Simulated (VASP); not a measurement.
# NaH (P4/mmm) in VASP: further runs

Runs on NaH. Level: LDA. Tasks: single point.

All numbers are computed with VASP 6.6.1; they aren't measurements. Logs are shortened: lines on timing, memory, paths and dates and some standing lists are left out, and cuts for length are marked.

## (1) The cell of the first run

The structure is tetragonal, space group P4/mmm (No. 123). Conventional cell: a = 2.955 Å, b = 2.955 Å, c = 2.896 Å, α = 90.00°, β = 90.00°, γ = 90.00°. Na (site symmetry 4/mmm) has 8 H at 2.54 Å and 6 Na at 2.90 to 2.96 Å within 3.4 Å. H (site symmetry 4/mmm) has 8 Na at 2.54 Å and 6 H at 2.90 to 2.96 Å within 3.4 Å.

## (2) Single point, LDA (strain -0.0200 x Voigt [0, 0, 1, 0, 0, 0])

The input, INCAR:

```
PREC = Accurate ; ENCUT = 520
EDIFF = 1E-6 ; ISMEAR = 0
SIGMA = 0.05 ; LREAL = False
LASPH = True ; NELM = 80
ALGO = Normal ; ISIF = 2
LWAVE = False ; LCHARG = False
NBANDS = 11
```

The input, KPOINTS:

```
regular mesh
0
Gamma
  12 12 12
```

The input, POSCAR:

```
NaH
1.0
    2.9551240000      0.0000000000      0.0000000000
    0.0000000000      2.9551240000      0.0000000000
    0.0000000000      0.0000000000      2.8960215200
Na H
1 1
Direct
    0.0000000000      0.0000000000      0.0000000000
    0.5000000000      0.5000000000      0.5000000000
```

Potentials or basis: VASP PAW LDA potentials, release 64 (Na_pv, H).

The run is started by

```sh
$ cat potpaw_LDA.64/Na_pv/POTCAR potpaw_LDA.64/H/POTCAR > POTCAR
$ mpirun -np 1 vasp_std > vasp.out
```

OUTCAR:

```text
PREC = Accurate
   ENCUT = 520
   EDIFF = 1E-6
   ISMEAR = 0
   LREAL = False
   LASPH = True
   NELM = 80
   ISIF = 2

 ion  position               nearest neighbor table
   1  0.000  0.000  0.000-
   2  0.500  0.500  0.500-

  LATTYP: Found a simple tetragonal cell.
 ALAT       =     2.9551240000
 C/A-ratio  =     0.9800000000

  Lattice vectors:

 A1 = (   2.9551240000,   0.0000000000,   0.0000000000)
 A2 = (   0.0000000000,   2.9551240000,   0.0000000000)
 A3 = (   0.0000000000,   0.0000000000,   2.8960215200)

Analysis of symmetry for initial positions (statically):
=====================================================================
 Subroutine PRICEL returns:
 Original cell was already a primitive cell.

 Routine SETGRP: Setting up the symmetry group for a
 simple tetragonal supercell.

 Subroutine GETGRP returns: Found 16 space group operations
 (whereof 16 operations were pure point group operations)
 out of a pool of 16 trial point group operations.

The static configuration has the point symmetry D_4h.

Analysis of symmetry for dynamics (positions and initial velocities):
=====================================================================
 Subroutine PRICEL returns:
 Original cell was already a primitive cell.

 Routine SETGRP: Setting up the symmetry group for a
 simple tetragonal supercell.

 Subroutine GETGRP returns: Found 16 space group operations
 (whereof 16 operations were pure point group operations)
 out of a pool of 16 trial point group operations.

The dynamic configuration has the point symmetry D_4h.

 Subroutine INISYM returns: Found 16 space group operations
 (whereof 16 operations are pure point group operations),
 and found     1 'primitive' translations

----------------------------------------------------------------------------------------

                                     Primitive cell

  volume of cell :      25.2903

  direct lattice vectors                    reciprocal lattice vectors
     2.955124000  0.000000000  0.000000000     0.338395275  0.000000000  0.000000000
     0.000000000  2.955124000  0.000000000     0.000000000  0.338395275  0.000000000
     0.000000000  0.000000000  2.896021520     0.000000000  0.000000000  0.345301301

  length of vectors
     2.955124000  2.955124000  2.896021520     0.338395275  0.338395275  0.345301301

  position of ions in fractional coordinates (direct lattice)
     0.000000000  0.000000000  0.000000000
     0.500000000  0.500000000  0.500000000

  ion indices of the primitive-cell ions
   primitive index   ion index
                 1           1
                 2           2

----------------------------------------------------------------------------------------

 KPOINTS: regular mesh

Automatic generation of k-mesh.
 Grid dimensions read from file:
 generate k-points for:   12   12   12

 Generating k-lattice:

  Cartesian coordinates                     Fractional coordinates (reciprocal lattice)
     0.028199606  0.000000000  0.000000000     0.083333333  0.000000000  0.000000000
     0.000000000  0.028199606  0.000000000     0.000000000  0.083333333  0.000000000
     0.000000000  0.000000000  0.028775108     0.000000000  0.000000000  0.083333333

  Length of vectors
     0.028199606  0.028199606  0.028775108

  Shift w.r.t. Gamma in fractional coordinates (k-lattice)
     0.000000000  0.000000000  0.000000000

 Subroutine IBZKPT returns following result:
 ===========================================

 Found    196 irreducible k-points:

 Following reciprocal coordinates:
            Coordinates               Weight
  0.000000  0.000000  0.000000      1.000000
  0.083333  0.000000  0.000000      4.000000
  0.166667  0.000000  0.000000      4.000000
  0.250000  0.000000  0.000000      4.000000
  0.333333  0.000000  0.000000      4.000000
  0.416667  0.000000  0.000000      4.000000
[... 16 lines left out ...]
  0.333333  0.333333  0.000000      4.000000
  0.416667  0.333333  0.000000      8.000000
 [... further k-points ...]
   k-points           NKPTS =    196   k-points in BZ     NKDIM =    196   number of bands    NBANDS=     11
   number of dos      NEDOS =    301   number of ions     NIONS =      2
   total plane-waves  NPLWV =  13824
   dimension x,y,z NGX =    24 NGY =   24 NGZ =   24
   dimension x,y,z NGXF=    48 NGYF=   48 NGZF=   48
   ions per type =               1   1
   NGX,Y,Z   is equivalent  to a cutoff of  13.50, 13.50, 13.78 a.u.
   NGXF,Y,Z  is equivalent  to a cutoff of  27.00, 27.00, 27.55 a.u.
 SYSTEM =  unknown system
   PREC   = accura    normal or accurate (medium, high low for compatibility)
   ISTART =      0    job   : 0-new  1-cont  2-samecut
   ICHARG =      2    charge: 1-file 2-atom 10-const
   ISPIN  =      1    spin polarized calculation?
   LNONCOLLINEAR =      F non collinear calculations
   LSORBIT =      F    spin-orbit coupling
   LASPH  =      T    aspherical Exc in radial PAW
[... 62 lines left out ...]
      3     -23.3026      2.00000
      4      -4.8798      2.00000
      5      10.0175      0.00000
      6      11.7581      0.00000
      7      12.1459      0.00000
      8      13.3803      0.00000
      9      13.3803      0.00000
     10      14.0727      0.00000
     11      26.3931      0.00000

 k-point     2 :       0.0833    0.0000    0.0000
  band No.  band energies     occupation
      1     -23.3196      2.00000
      2     -23.3058      2.00000
      3     -23.3015      2.00000
      4      -4.7685      2.00000
      5       9.2069      0.00000
      6      11.1077      0.00000
      7      12.1996      0.00000
      8      13.4623      0.00000
      9      14.1539      0.00000
     10      15.1622      0.00000
     11      25.2751      0.00000

 k-point     3 :       0.1667    0.0000    0.0000
  band No.  band energies     occupation
      1     -23.3542      2.00000
      2     -23.3028      2.00000
      3     -23.2986      2.00000
      4      -4.4412      2.00000
      5       7.3094      0.00000
      6      11.1365      0.00000
      7      12.5274      0.00000
      8      13.7053      0.00000
      9      14.3947      0.00000
     10      17.8035      0.00000
     11      23.4594      0.00000

 k-point     4 :       0.2500    0.0000    0.0000
  band No.  band energies     occupation
      1     -23.4010      2.00000
      2     -23.2987      2.00000
      3     -23.2947      2.00000
      4      -3.9204      2.00000
      5       5.3979      0.00000
      6      11.4399      0.00000
      7      13.0712      0.00000
      8      14.0986      0.00000
      9      14.7837      0.00000
     10      20.6073      0.00000
     11      21.7291      0.00000

 k-point     5 :       0.3333    0.0000    0.0000
  band No.  band energies     occupation
      1     -23.4475      2.00000
      2     -23.2946      2.00000
      3     -23.2908      2.00000
      4      -3.2590      2.00000
      5       3.7178      0.00000
      6      11.8037      0.00000
      7      13.8047      0.00000
      8      14.6104      0.00000
      9      15.2878      0.00000
     10      20.1090      0.00000
     11      20.2360      0.00000
[... 211 lines left out ...]
 k-point    21 :       0.4167    0.2500    0.0000
  band No.  band energies     occupation
      1     -23.4657      2.00000
      2     -23.3781      2.00000
      3     -23.2805      2.00000
      4      -1.8558      2.00000
      5       3.4640      0.00000
      6       7.7407      0.00000
      7      11.7438      0.00000
      8      15.4496      0.00000
      9      16.7863      0.00000
     10      20.1254      0.00000
     11      20.2572      0.00000

 k-point    22 :       0.5000    0.2500    0.0000
  band No.  band energies     occupation
      1     -23.4774      2.00000
      2     -23.3765      2.00000
      3     -23.2795      2.00000
      4      -1.5835      2.00000
      5       2.9947      0.00000
      6       8.0533      0.00000
      7      11.3473      0.00000
      8      15.5038      0.00000
      9      17.1287      0.00000
     10      19.6363      0.00000
     11      20.1366      0.00000

 k-point    23 :       0.3333    0.3333    0.0000
  band No.  band energies     occupation
      1     -23.4297      2.00000
      2     -23.4227      2.00000
      3     -23.2796      2.00000
      4      -1.8909      2.00000
      5       4.9247      0.00000
      6       5.9451      0.00000
      7      11.3571      0.00000
      8      15.4958      0.00000
      9      16.7996      0.00000
     10      20.9281      0.00000
     11      21.2869      0.00000

 k-point    24 :       0.4167    0.3333    0.0000
  band No.  band energies     occupation
      1     -23.4579      2.00000
      2     -23.4209      2.00000
      3     -23.2768      2.00000
      4      -1.3694      2.00000
      5       4.1850      0.00000
      6       6.2528      0.00000
      7      10.2512      0.00000
      8      15.7254      0.00000
      9      17.5200      0.00000
     10      20.2723      0.00000
     11      21.2038      0.00000

 [... further k-points ...]

------------------------ aborting loop because EDIFF is reached ----------------------------------------

  FORCE on cell =-STRESS in cart. coord.  units (eV):
  Direction    XX          YY          ZZ          XY          YZ          ZX
  --------------------------------------------------------------------------------------
  -------------------------------------------------------------------------------------
  Total       -0.3837184     -0.3837184     -0.0191532      0.0000000      0.0000000      0.0000000
  in kB      -24.3091611    -24.3091611     -1.2133879      0.0000000      0.0000000      0.0000000
  external PRESSURE =     -16.6105700 kB  Pullay stress =       0.0000000 kB

 VOLUME and BASIS-vectors are now :
 -----------------------------------------------------------------------------
  energy-cutoff  :      520.00
  volume of cell :       25.29
      direct lattice vectors                 reciprocal lattice vectors
     2.955124000  0.000000000  0.000000000     0.338395275  0.000000000  0.000000000
     0.000000000  2.955124000  0.000000000     0.000000000  0.338395275  0.000000000
     0.000000000  0.000000000  2.896021520     0.000000000  0.000000000  0.345301301

 POSITION                                       TOTAL-FORCE (eV/Angst)
 -----------------------------------------------------------------------------------
      0.00000      0.00000      0.00000         0.000000      0.000000      0.000000
      1.47756      1.47756      1.44801         0.000000      0.000000      0.000000
 -----------------------------------------------------------------------------------
    total drift:                                0.000000      0.000000      0.000000

  FREE ENERGIE OF THE ION-ELECTRON SYSTEM (eV)
  ---------------------------------------------------
  free  energy   TOTEN  =        -5.0972244567 eV

  energy  without entropy=       -5.0972244567  energy(sigma->0) =       -5.09722446
```

Run time: 37 s. Hardware: 1 thread of Intel Xeon 8259CL, shared host; peak memory 0.16 GiB.

What came out:

| Item | Value |
| --- | --- |
| Free energy | -5.0972 eV |
| Pressure | -1.7 GPa |
| Band gap on the k mesh | 0.51 eV (least direct gap 4.18 eV) |

Stress tensor (GPa, compression positive):
```
-2.43  0.00  0.00
 0.00 -2.43  0.00
 0.00  0.00 -0.12
```

Caveat: the cell differs from its parent crystal (strain -0.0200 x Voigt [0, 0, 1, 0, 0, 0]). A k mesh can miss the band edges.

## (3) Single point, LDA (strain -0.0150 x Voigt [0, 0, 1, 0, 0, 0])

The input, INCAR:

```
SYSTEM = NaH
PREC = Accurate
ENCUT = 520
EDIFF = 1E-6
ISMEAR = 0
SIGMA = 0.05
LREAL = .FALSE.
LASPH = .TRUE.
NELM = 60
ALGO = Normal
ISIF = 2
LWAVE = .FALSE.
LCHARG = .FALSE.
NBANDS = 11
```

The input, KPOINTS:

```
Automatic mesh
0
G
  12 12 12
  0 0 0
```

Edit POSCAR of step 2 so:

```diff
@@ -4,3 +4,3 @@
     0.0000000000      2.9551240000      0.0000000000
-    0.0000000000      0.0000000000      2.8960215200
+    0.0000000000      0.0000000000      2.9107971400
 Na H
```

Potentials or basis: VASP PAW LDA potentials, release 64 (Na_pv, H).

The run is started by

```sh
$ cat potpaw_LDA.64/Na_pv/POTCAR potpaw_LDA.64/H/POTCAR > POTCAR
$ mpirun -np 1 vasp_std > vasp.out
```

Run time: 31 s. Hardware: 1 thread of Intel Xeon 8259CL, shared host; peak memory 0.16 GiB.

The run converged. Its results:

```
Free energy            : -5.0970 eV
Pressure               : -1.8 GPa
Band gap on the k mesh : 0.53 eV (least direct gap 4.17 eV)
```

Stress tensor (GPa, compression positive):
```
-2.35  0.00  0.00
 0.00 -2.35  0.00
 0.00  0.00 -0.63
```

Levels at points of the mesh, in eV from the valence-band top:
```
           k point  band 2  band 3  band 4  band 5  band 6  band 7
(0.00, 0.00, 0.00)  -24.70  -24.70   -6.25    8.59   10.39   10.67
(0.50, 0.00, 0.00)  -24.69  -24.68   -3.65    0.53   10.77   13.70
(0.50, 0.50, 0.00)  -24.86  -24.67   -1.91    3.78    3.78    6.27
(0.00, 0.00, 0.50)  -24.68  -24.68   -3.54    0.67   10.65   13.69
(0.50, 0.00, 0.50)  -24.85  -24.67   -1.82    3.89    3.92    6.41
(0.50, 0.50, 0.50)  -24.83  -24.83    0.00    6.51    6.51    6.57
```

Caveat: the cell differs from its parent crystal (strain -0.0150 x Voigt [0, 0, 1, 0, 0, 0]).

## (4) Single point, LDA (strain -0.0100 x Voigt [0, 0, 1, 0, 0, 0])

The input, INCAR:

```
PREC     = Accurate       # precision mode
ENCUT    = 520            # plane-wave cutoff, eV
EDIFF    = 1E-6           # SCF threshold, eV
ISMEAR   = 0              # smearing method
SIGMA    = 0.05           # smearing width, eV
LREAL    = False          # projectors in reciprocal space
LASPH    = True           # aspherical terms in the spheres
NELM     = 60             # most SCF steps
ALGO     = Normal         # electronic algorithm
ISIF     = 2              # what is computed and relaxed
LWAVE    = False          # write WAVECAR
LCHARG   = True           # write CHGCAR
LELF     = True           # ELF
LVHAR    = True         
NBANDS   = 11             # bands
```

The input, KPOINTS:

```
Automatic mesh
0
Gamma
  12 12 12
```

Edit POSCAR of step 3 so:

```diff
@@ -4,3 +4,3 @@
     0.0000000000      2.9551240000      0.0000000000
-    0.0000000000      0.0000000000      2.9107971400
+    0.0000000000      0.0000000000      2.9255727600
 Na H
```

The run is started by

```sh
$ cat potpaw_LDA.64/Na_pv/POTCAR potpaw_LDA.64/H/POTCAR > POTCAR
$ mpirun -np 1 vasp_std > vasp.out
```

Run time: 32 s. Hardware: 1 thread of Intel Xeon 8259CL, shared host; peak memory 0.16 GiB.

Results (log left out):

* Free energy: -5.0963 eV
* Pressure: -1.9 GPa
* Band gap on the k mesh: 0.55 eV (least direct gap 4.16 eV)

Stress tensor (GPa, compression positive):
```
-2.26  0.00  0.00
 0.00 -2.26  0.00
 0.00  0.00 -1.13
```

Levels at points of the mesh, in eV from the valence-band top:
```tsv
k point	band 1	band 2	band 3	band 4	band 5	band 6	band 7	band 8	band 9
(0.00, 0.00, 0.00)	-24.70	-24.70	-24.70	-6.23	8.56	10.41	10.60	12.03	12.03
(0.50, 0.00, 0.00)	-24.88	-24.68	-24.68	-3.62	0.55	10.72	13.68	14.07	14.39
(0.50, 0.50, 0.00)	-24.85	-24.85	-24.67	-1.88	3.80	3.80	6.28	14.66	18.34
(0.00, 0.00, 0.50)	-24.90	-24.68	-24.68	-3.55	0.64	10.64	13.66	14.12	14.12
(0.50, 0.00, 0.50)	-24.86	-24.85	-24.67	-1.82	3.87	3.90	6.37	14.42	18.04
(0.50, 0.50, 0.50)	-24.84	-24.82	-24.82	0.00	6.51	6.51	6.55	8.62	8.65
```

Caveat: the cell differs from its parent crystal (strain -0.0100 x Voigt [0, 0, 1, 0, 0, 0]). A k mesh can miss the band edges.

## (5) Single point, LDA (strain -0.0050 x Voigt [0, 0, 1, 0, 0, 0])

The input, INCAR:

```
PREC = Accurate
ENCUT = 520
EDIFF = 1E-7
ISMEAR = 0
SIGMA = 0.05
LREAL = False
LASPH = True
NELM = 100
ALGO = Normal
ISIF = 2
LWAVE = False
LCHARG = False
NBANDS = 11
```

The input, KPOINTS:

```
regular mesh
0
Gamma
  12 12 12
```

Edit POSCAR of step 4 so:

```diff
@@ -4,3 +4,3 @@
     0.0000000000      2.9551240000      0.0000000000
-    0.0000000000      0.0000000000      2.9255727600
+    0.0000000000      0.0000000000      2.9403483800
 Na H
```

The run is started by

```sh
$ cat potpaw_LDA.64/Na_pv/POTCAR potpaw_LDA.64/H/POTCAR > POTCAR
$ mpirun -np 1 vasp_std > vasp.out
```

It took 36 s on 1 thread of Intel Xeon 8259CL, shared host; peak memory 0.16 GiB.

The run converged. Its results:

```yaml
Free_energy: -5.0953 eV
Pressure: -2.0 GPa
Band_gap_on_the_k_mesh: 0.56 eV (least direct gap 4.16 eV)
```

Stress tensor (GPa, compression positive):
```
-2.17  0.00  0.00
 0.00 -2.17  0.00
 0.00  0.00 -1.61
```

Levels at points of the mesh, in eV from the valence-band top:
| k point | band 1 | band 2 | band 3 | band 4 | band 5 | band 6 | band 7 | band 8 | band 9 |
| --- | --- | --- | --- | --- | --- | --- | --- | --- | --- |
| (0.00, 0.00, 0.00) | -24.69 | -24.69 | -24.69 | -6.20 | 8.53 | 10.44 | 10.53 | 12.05 | 12.05 |
| (0.50, 0.00, 0.00) | -24.88 | -24.68 | -24.68 | -3.59 | 0.56 | 10.67 | 13.65 | 14.10 | 14.26 |
| (0.50, 0.50, 0.00) | -24.85 | -24.85 | -24.66 | -1.85 | 3.82 | 3.82 | 6.29 | 14.54 | 18.21 |
| (0.00, 0.00, 0.50) | -24.89 | -24.68 | -24.68 | -3.56 | 0.61 | 10.63 | 13.64 | 14.12 | 14.12 |
| (0.50, 0.00, 0.50) | -24.85 | -24.85 | -24.66 | -1.82 | 3.86 | 3.87 | 6.34 | 14.42 | 18.06 |
| (0.50, 0.50, 0.50) | -24.83 | -24.82 | -24.82 | 0.00 | 6.51 | 6.51 | 6.53 | 8.61 | 8.62 |

Caveat: the cell differs from its parent crystal (strain -0.0050 x Voigt [0, 0, 1, 0, 0, 0]).

## (6) Overview

| cell | gap on the mesh (eV) | pressure (GPa) |
| --- | --- | --- |
| a = 2.955, b = 2.955, c = 2.896 Å, 2 atoms | 0.51 | -1.7 |
| a = 2.955, b = 2.955, c = 2.911 Å, 2 atoms | 0.53 | -1.8 |
| a = 2.955, b = 2.955, c = 2.926 Å, 2 atoms | 0.55 | -1.9 |
| a = 2.955, b = 2.955, c = 2.940 Å, 2 atoms | 0.56 | -2.0 |

Alike in all rows: task single point; level LDA; potentials or basis VASP PAW LDA potentials, release 64 (Na_pv, H); no spin polarisation; k mesh 12 × 12 × 12; cutoff (eV) 520; smearing gaussian 0.05 eV.

Total energies depend on the potentials used, so only differences within one code and one set of settings carry meaning.
